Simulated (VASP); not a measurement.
# Si (Cmce) in VASP: further runs

Si is run at these levels: PBE; tasks: single point.

Everything below comes from runs of VASP 6.6.1. Logs are shortened: lines on timing, memory, paths and dates and some standing lists are left out, and cuts for length are marked.

## (1) The cell of the first run

It takes space group Cmce (No. 64, orthorhombic). Conventional cell: a = 7.920 Å, b = 4.759 Å, c = 4.641 Å, α = 90.00°, β = 90.00°, γ = 90.00°. Within 3.1 Å of Si (site symmetry m) lie 13 Si at 2.34 to 3.10 Å. Si (site symmetry 2) has 12 Si at 2.37 to 3.10 Å within 3.1 Å.

## (2) Single point, PBE (z stretched by -2 %, then relaxed in part)

Contents of INCAR:

```
SYSTEM = Si
ALGO     = Normal         ! electronic algorithm
EDIFF    = 1E-7           ! SCF threshold, eV
ENCUT    = 520            ! plane-wave cutoff, eV
GGA      = PE             ! functional
ISIF     = 2              ! what is computed and relaxed
ISMEAR   = -1             ! smearing method
LASPH    = .TRUE.         ! aspherical terms in the spheres
LCHARG   = .FALSE.        ! write CHGCAR
LREAL    = .FALSE.        ! projectors in reciprocal space
LWAVE    = .FALSE.        ! write WAVECAR
NBANDS   = 26             ! bands
NELM     = 60             ! most SCF steps
PREC     = Accurate       ! precision mode
SIGMA    = 0.05           ! smearing width, eV
```

Contents of KPOINTS:

```
k-points
0
G
  12 12 10
  0 0 0
```

Contents of POSCAR:

```
Si
1.0
    3.9600000000     -2.3793000000      0.0000000000
    3.9600000000      2.3793000000      0.0000000000
    0.0000000000      0.0000000000      4.6413780000
Si
8
Direct
    0.8224274035      0.1775725965      0.3249701155
    0.6775725965      0.3224274035      0.8249701155
    0.1775725965      0.8224274035      0.6750298845
    0.3224274035      0.6775725965      0.1750298845
    0.2185649750      0.2185649750      0.0000000000
    0.2814350250      0.2814350250      0.5000000000
    0.7814350250      0.7814350250      0.0000000000
    0.7185649750      0.7185649750      0.5000000000
```

Potentials or basis: VASP PAW PBE potentials, release 64 (Si).

On the command line:

```bash
cat potpaw_PBE.64/Si/POTCAR > POTCAR
mpirun -np 1 vasp_std > vasp.out
```

OUTCAR:

```text
SYSTEM = Si
   EDIFF = 1E-7
   ENCUT = 520
   GGA = PE
   ISIF = 2
   ISMEAR = -1
   LASPH = .TRUE.
   LREAL = .FALSE.
   NELM = 60
   PREC = Accurate

 ion  position               nearest neighbor table
   1  0.822  0.178  0.325-   3 2.34   2 2.42   2 2.42   7 2.45   5 2.45   8 2.45   6 2.45   4 2.48
                             4 2.48   6 2.52   8 2.52   5 3.10   7 3.10
   2  0.678  0.322  0.825-   4 2.34   1 2.42   1 2.42   8 2.45   6 2.45   5 2.45   7 2.45   3 2.48
                             3 2.48   7 2.52   5 2.52   8 3.10   6 3.10
   3  0.178  0.822  0.675-   1 2.34   4 2.42   4 2.42   7 2.45   5 2.45   8 2.45   6 2.45   2 2.48
                             2 2.48   6 2.52   8 2.52   7 3.10   5 3.10
   4  0.322  0.678  0.175-   2 2.34   3 2.42   3 2.42   8 2.45   6 2.45   5 2.45   7 2.45   1 2.48
                             1 2.48   7 2.52   5 2.52   6 3.10   8 3.10
   5  0.219  0.219  0.000-   6 2.37   6 2.37   7 2.43   7 2.43   1 2.45   3 2.45   4 2.45   2 2.45
                             2 2.52   4 2.52   3 3.10   1 3.10
   6  0.281  0.281  0.500-   5 2.37   5 2.37   8 2.43   8 2.43   2 2.45   4 2.45   1 2.45   3 2.45
                             3 2.52   1 2.52   2 3.10   4 3.10
   7  0.781  0.781  0.000-   8 2.37   8 2.37   5 2.43   5 2.43   1 2.45   3 2.45   4 2.45   2 2.45
                             2 2.52   4 2.52   3 3.10   1 3.10
   8  0.719  0.719  0.500-   7 2.37   7 2.37   6 2.43   6 2.43   2 2.45   4 2.45   1 2.45   3 2.45
                             3 2.52   1 2.52   2 3.10   4 3.10

  LATTYP: Found a base centered orthorhombic cell.
 ALAT       =     4.7586000000
 B/A-ratio  =     1.6643550624
 C/A-ratio  =     0.9753662842

  Lattice vectors:

 A1 = (  -3.9600000000,  -2.3793000000,   0.0000000000)
 A2 = (   3.9600000000,  -2.3793000000,   0.0000000000)
 A3 = (   0.0000000000,   0.0000000000,   4.6413780000)

Analysis of symmetry for initial positions (statically):
=====================================================================
 Subroutine PRICEL returns:
 Original cell was already a primitive cell.

 Routine SETGRP: Setting up the symmetry group for a
 base centered orthorhombic supercell.

 Subroutine GETGRP returns: Found  8 space group operations
 (whereof  4 operations were pure point group operations)
 out of a pool of  8 trial point group operations.

The static configuration has the point symmetry C_2h.
 The point group associated with its full space group is D_2h.

Analysis of symmetry for dynamics (positions and initial velocities):
=====================================================================
 Subroutine PRICEL returns:
 Original cell was already a primitive cell.

 Routine SETGRP: Setting up the symmetry group for a
 base centered orthorhombic supercell.

 Subroutine GETGRP returns: Found  8 space group operations
 (whereof  4 operations were pure point group operations)
 out of a pool of  8 trial point group operations.

The dynamic configuration has the point symmetry C_2h.
 The point group associated with its full space group is D_2h.

 Subroutine INISYM returns: Found  8 space group operations
 (whereof  4 operations are pure point group operations),
 and found     1 'primitive' translations

----------------------------------------------------------------------------------------

                                     Primitive cell

  volume of cell :      87.4624

  direct lattice vectors                    reciprocal lattice vectors
     3.960000000 -2.379300000  0.000000000     0.126262626 -0.210145841  0.000000000
     3.960000000  2.379300000  0.000000000     0.126262626  0.210145841  0.000000000
     0.000000000  0.000000000  4.641378000     0.000000000  0.000000000  0.215453255

  length of vectors
     4.619812603  4.619812603  4.641378000     0.245160203  0.245160203  0.215453255

  position of ions in fractional coordinates (direct lattice)
     0.822427404  0.177572596  0.324970116
     0.677572596  0.322427404  0.824970116
     0.177572596  0.822427404  0.675029884
     0.322427404  0.677572596  0.175029884
     0.218564975  0.218564975  0.000000000
     0.281435025  0.281435025  0.500000000
     0.781435025  0.781435025  0.000000000
     0.718564975  0.718564975  0.500000000

  ion indices of the primitive-cell ions
   primitive index   ion index
                 1           1
                 2           2
                 3           3
                 4           4
                 5           5
                 6           6
                 7           7
                 8           8

----------------------------------------------------------------------------------------

 KPOINTS: k-points

Automatic generation of k-mesh.
 Grid dimensions read from file:
 generate k-points for:   12   12   10

 Generating k-lattice:

  Cartesian coordinates                     Fractional coordinates (reciprocal lattice)
     0.010521886 -0.017512153  0.000000000     0.083333333  0.000000000  0.000000000
     0.010521886  0.017512153  0.000000000     0.000000000  0.083333333  0.000000000
     0.000000000  0.000000000  0.021545326     0.000000000  0.000000000  0.100000000

  Length of vectors
     0.020430017  0.020430017  0.021545326

  Shift w.r.t. Gamma in fractional coordinates (k-lattice)
     0.000000000  0.000000000  0.000000000

 Subroutine IBZKPT returns following result:
 ===========================================

 Found    258 irreducible k-points:

 Following reciprocal coordinates:
            Coordinates               Weight
  0.000000  0.000000  0.000000      1.000000
  0.083333 -0.000000  0.000000      4.000000
  0.166667 -0.000000  0.000000      4.000000
  0.250000  0.000000  0.000000      4.000000
  0.333333 -0.000000  0.000000      4.000000
  0.416667 -0.000000  0.000000      4.000000
[... 16 lines left out ...]
  0.500000  0.166667  0.000000      4.000000
 -0.416667  0.166667  0.000000      4.000000
 [... further k-points ...]
   k-points           NKPTS =    258   k-points in BZ     NKDIM =    258   number of bands    NBANDS=     26
   number of dos      NEDOS =    301   number of ions     NIONS =      8
   total plane-waves  NPLWV =  46656
   dimension x,y,z NGX =    36 NGY =   36 NGZ =   36
   dimension x,y,z NGXF=    72 NGYF=   72 NGZF=   72
   ions per type =               8
   NGX,Y,Z   is equivalent  to a cutoff of  12.95, 12.95, 12.89 a.u.
   NGXF,Y,Z  is equivalent  to a cutoff of  25.91, 25.91, 25.79 a.u.
 SYSTEM =  Si
   PREC   = accura    normal or accurate (medium, high low for compatibility)
   ISTART =      0    job   : 0-new  1-cont  2-samecut
   ICHARG =      2    charge: 1-file 2-atom 10-const
   ISPIN  =      1    spin polarized calculation?
   LNONCOLLINEAR =      F non collinear calculations
   LSORBIT =      F    spin-orbit coupling
   LASPH  =      T    aspherical Exc in radial PAW
   ENCUT  =  520.0 eV  38.22 Ry    6.18 a.u.   8.59  8.59  8.63*2*pi/ulx,y,z
   NELM   =     60;   NELMIN=  2; NELMDL= -5     # of ELM steps
   EDIFF  = 0.1E-06   stopping-criterion for ELM
   LREAL  =      F    real-space projection
   EDIFFG = 0.1E-05   stopping-criterion for IOM
   NSW    =      0    number of steps for IOM
   IBRION =     -1    ionic relax: 0-MD 1-quasi-New 2-CG
   NFREE  =      0    steps in history (QN), initial steepest desc. (CG)
   ISIF   =      2    stress and relaxation
   ISYM   =      2    0-nonsym 1-usesym 2-fastsym
   POTIM  = 0.5000    time-step for ionic-motion
   TEBEG  =    0.0;   TEEND  =   0.0 temperature during run
   PSTRESS=    0.0 pullay stress
   NELECT =      32.0000    total number of electrons
   NUPDOWN=      -1.0000    fix difference up-down
   EMIN   =  10.00;   EMAX   =-10.00  energy-range for DOS
   EFERMI =   0.00;   METHOD = LEGACY
   ISMEAR =    -1;   SIGMA  =   0.05  broadening in eV -4-tet -1-fermi 0-gaus
   EFERMI_NEDOS =   21; number of points for ismear=-14 and -15
   IALGO  =     38    algorithm
   IMIX   =      4    mixing-type and parameters
     AMIX     =   0.40;   BMIX     =  1.00
     AMIX_MAG =   1.60;   BMIX_MAG =  1.00
  volume/ion in A,a.u.               =      10.93        73.78
  Fermi-wavevector in a.u.,A,eV,Ry     =   1.170894  2.212670 18.653500  1.370994
  Thomas-Fermi vector in A             =   2.307346
   LORBIT       =      0    0 simple, 1 ext, 2 COOP (PROOUT), +10 PAW based schemes
   GGA     = PE    functional components
   LHFCALC =     F    Hartree Fock is set to
   AEXX    =    0.0000 exact exchange contribution
   IVDW    =     0    specifies the selected vdW correction
   LEPSILON=     F    determine dielectric tensor
   LRPA    =     F    only Hartree local field effects (RPA)
 non-spin polarized calculation
  energy-cutoff  :      520.00
  volume of cell :       87.46
 maximum number of plane-waves:      2380
   NGX = 17   NGY = 17   NGZ = 17

 number of electron      32.0000000 magnetization

 Free energy of the ion-electron system (eV)
  ---------------------------------------------------
  ext. energy  EPLUGINS =         0.00000000
  ---------------------------------------------------
  free energy    TOTEN  =       -36.33957215 eV

  energy without entropy =      -36.31931791  energy(sigma->0) =      -36.32944503

 E-fermi :  14.1557     XC(G=0): -12.3478

 val. band max:       14.1503091926   @ k =   0.3333   0.1667   0.3000
 cond. band min:      14.1607589027   @ k =   0.5000   0.0000   0.5000
 fundamental gap:      0.0104497101
 Fermi energy:        14.1556538088

 k-point     1 :       0.0000    0.0000    0.0000
  band No.  band energies     occupation
      1      -3.0233      2.00000
      2       3.4127      2.00000
      3       3.7483      2.00000
      4       4.9938      2.00000
      5       5.5969      2.00000
      6       5.6523      2.00000
[... 18 lines left out ...]
     25      22.0757      0.00000
     26      22.2071      0.00000
[... 644 lines left out ...]
      4       5.6051      2.00000
      5       5.6308      2.00000
      6       5.9704      2.00000
[... 18 lines left out ...]
     25      20.0742      0.00000
     26      20.7454      0.00000

 [... further k-points ...]

------------------------ aborting loop because EDIFF is reached ----------------------------------------

  FORCE on cell =-STRESS in cart. coord.  units (eV):
  Direction    XX          YY          ZZ          XY          YZ          ZX
  --------------------------------------------------------------------------------------
  -------------------------------------------------------------------------------------
  Total       26.4276808     26.3390215     29.5687348      0.0000000     -0.0000000      0.0000000
  in kB      484.1147432    482.4906402    541.6540557      0.0000000     -0.0000000      0.0000000
  external PRESSURE =     502.7531464 kB  Pullay stress =       0.0000000 kB

 VOLUME and BASIS-vectors are now :
 -----------------------------------------------------------------------------
  energy-cutoff  :      520.00
  volume of cell :       87.46
      direct lattice vectors                 reciprocal lattice vectors
     3.960000000 -2.379300000  0.000000000     0.126262626 -0.210145841  0.000000000
     3.960000000  2.379300000  0.000000000     0.126262626  0.210145841  0.000000000
     0.000000000  0.000000000  4.641378000     0.000000000  0.000000000  0.215453255

 POSITION                                       TOTAL-FORCE (eV/Angst)
 -----------------------------------------------------------------------------------
      3.96000     -1.53430      1.50831         0.000000     -0.000807      0.007377
      3.96000     -0.84500      3.82900         0.000000      0.000807      0.007377
      3.96000      1.53430      3.13307         0.000000      0.000807     -0.007377
      3.96000      0.84500      0.81238         0.000000     -0.000807     -0.007377
      1.73103      0.00000      0.00000         0.001070      0.000000     -0.000000
      2.22897      0.00000      2.32069        -0.001070      0.000000     -0.000000
      6.18897      0.00000      0.00000        -0.001070      0.000000      0.000000
      5.69103      0.00000      2.32069         0.001070      0.000000      0.000000
 -----------------------------------------------------------------------------------
    total drift:                               -0.000000     -0.000000     -0.000000

  FREE ENERGIE OF THE ION-ELECTRON SYSTEM (eV)
  ---------------------------------------------------
  free  energy   TOTEN  =       -36.3395721454 eV

  energy  without entropy=      -36.3193179111  energy(sigma->0) =      -36.32944503
```

It took 14 min on 1 thread of Intel Xeon 8259CL, shared host; peak memory 0.48 GiB.

What came out:

```yaml
Free_energy: -36.3396 eV
Pressure: 50.3 GPa
Largest_force: 0.007 eV/Å
Band_gap_on_the_k_mesh: zero (bands 16 and 17 overlap by 4.02 eV)
```

Forces in eV/Å, atoms in the order of the input:
```
Si   0.000 -0.001  0.007
Si   0.000  0.001  0.007
Si   0.000  0.001 -0.007
Si   0.000 -0.001 -0.007
Si   0.001  0.000  0.000
Si  -0.001  0.000  0.000
Si  -0.001  0.000  0.000
Si   0.001  0.000  0.000
```

Caveat: the cell differs from its parent crystal (z stretched by -2 %, then relaxed in part); the cell stands under pressure.

## (3) Single point, PBE

This run uses another cell than the first one, of 11.16 Å³/atom.

Contents of INCAR:

```
PREC = Accurate
ENCUT = 520
EDIFF = 1E-7
ISMEAR = -1
SIGMA = 0.05
LREAL = False
LASPH = True
NELM = 80
ALGO = Normal
ISIF = 2
LWAVE = False
LCHARG = True
GGA = PE
LELF = True
LVHAR = True
NBANDS = 26
```

Contents of KPOINTS:

```
Automatic mesh
0
Gamma
  12 12 10
```

Contents of POSCAR:

```
Si
1.0
    3.9600000000     -2.3793000000      0.0000000000
    3.9600000000      2.3793000000      0.0000000000
    0.0000000000      0.0000000000      4.7361000000
Si
8
Direct
    0.8245616566      0.1754383434      0.3249456277
    0.6754383434      0.3245616566      0.8249456277
    0.1754383434      0.8245616566      0.6750543723
    0.3245616566      0.6754383434      0.1750543723
    0.2182909058      0.2182909058      0.0000000000
    0.2817090942      0.2817090942      0.5000000000
    0.7817090942      0.7817090942      0.0000000000
    0.7182909058      0.7182909058      0.5000000000
```

Potentials or basis: VASP PAW PBE potentials, release 64 (Si).

On the command line:

```bash
cat potpaw_PBE.64/Si/POTCAR > POTCAR
mpirun -np 1 vasp_std > vasp.out
```

OUTCAR:

```text
PREC = Accurate
   ENCUT = 520
   EDIFF = 1E-7
   ISMEAR = -1
   LREAL = False
   LASPH = True
   NELM = 80
   ISIF = 2
   GGA = PE

 ion  position               nearest neighbor table
   1  0.825  0.175  0.325-   3 2.35   5 2.46   7 2.46   8 2.46   6 2.46   2 2.47   2 2.47   4 2.48
                             4 2.48   6 2.52   8 2.52   5 3.12   7 3.12
   2  0.675  0.325  0.825-   4 2.35   6 2.46   8 2.46   5 2.46   7 2.46   1 2.47   1 2.47   3 2.48
                             3 2.48   7 2.52   5 2.52   8 3.12   6 3.12
   3  0.175  0.825  0.675-   1 2.35   5 2.46   7 2.46   8 2.46   6 2.46   4 2.47   4 2.47   2 2.48
                             2 2.48   8 2.52   6 2.52   7 3.12   5 3.12
   4  0.325  0.675  0.175-   2 2.35   6 2.46   8 2.46   5 2.46   7 2.46   3 2.47   3 2.47   1 2.48
[... 922 lines left out ...]

 VOLUME and BASIS-vectors are now :
 -----------------------------------------------------------------------------
  energy-cutoff  :      520.00
  volume of cell :       89.25
      direct lattice vectors                 reciprocal lattice vectors
     3.960000000 -2.379300000  0.000000000     0.126262626 -0.210145841  0.000000000
     3.960000000  2.379300000  0.000000000     0.126262626  0.210145841  0.000000000
     0.000000000  0.000000000  4.736100000     0.000000000  0.000000000  0.211144190

 POSITION                                       TOTAL-FORCE (eV/Angst)
 -----------------------------------------------------------------------------------
      3.96000     -1.54446      1.53897         0.000000     -0.001939      0.003802
      3.96000     -0.83484      3.90702         0.000000      0.001939      0.003802
      3.96000      1.54446      3.19713         0.000000      0.001939     -0.003802
      3.96000      0.83484      0.82908         0.000000     -0.001939     -0.003802
      1.72886      0.00000      0.00000        -0.001329      0.000000      0.000000
      2.23114      0.00000      2.36805         0.001329      0.000000      0.000000
      6.19114      0.00000      0.00000         0.001329      0.000000     -0.000000
      5.68886      0.00000      2.36805        -0.001329      0.000000     -0.000000
 -----------------------------------------------------------------------------------
    total drift:                               -0.000000      0.000000     -0.000000

  FREE ENERGIE OF THE ION-ELECTRON SYSTEM (eV)
  ---------------------------------------------------
  free  energy   TOTEN  =       -36.8870626517 eV

  energy  without entropy=      -36.8666453525  energy(sigma->0) =      -36.87685400
```

It took 3.4 min on 1 thread of Intel Xeon 6975P-C (Granite Rapids), shared host; peak memory 0.48 GiB.

Results:

| Item | Value |
| --- | --- |
| Free energy | -36.8871 eV |
| Pressure | 44.6 GPa |
| Largest force | 0.004 eV/Å |
| Band gap on the k mesh | zero (bands 16 and 17 overlap by 4.09 eV) |

Forces in eV/Å, atoms in the order of the input:
```
Si   0.000 -0.002  0.004
Si   0.000  0.002  0.004
Si   0.000  0.002 -0.004
Si   0.000 -0.002 -0.004
Si  -0.001  0.000  0.000
Si   0.001  0.000  0.000
Si   0.001  0.000  0.000
Si  -0.001  0.000  0.000
```

Levels at points of the mesh, in eV from the Fermi level:
| k point | band 13 | band 14 | band 15 | band 16 | band 17 | band 18 | band 19 | band 20 |
| --- | --- | --- | --- | --- | --- | --- | --- | --- |
| (0.00, 0.00, 0.00) | -2.95 | -2.93 | -2.56 | -2.21 | -1.77 | -1.09 | -0.75 | -0.61 |
| (0.50, 0.00, 0.00) | -2.53 | -2.53 | -1.53 | -1.53 | 1.49 | 1.49 | 3.20 | 3.20 |
| (0.50, 0.50, 0.00) | -2.51 | -2.05 | -1.39 | -1.36 | 2.18 | 2.78 | 3.17 | 3.26 |
| (0.00, 0.00, 0.50) | -6.05 | -6.05 | -2.97 | -2.97 | 4.30 | 4.30 | 4.67 | 4.67 |
| (0.50, 0.00, 0.50) | -1.18 | -1.18 | 0.04 | 0.04 | 0.10 | 0.10 | 0.75 | 0.75 |
| (0.50, 0.50, 0.50) | -0.82 | -0.82 | -0.42 | -0.42 | 0.08 | 0.08 | 0.39 | 0.39 |

Caveat: the cell stands under pressure.
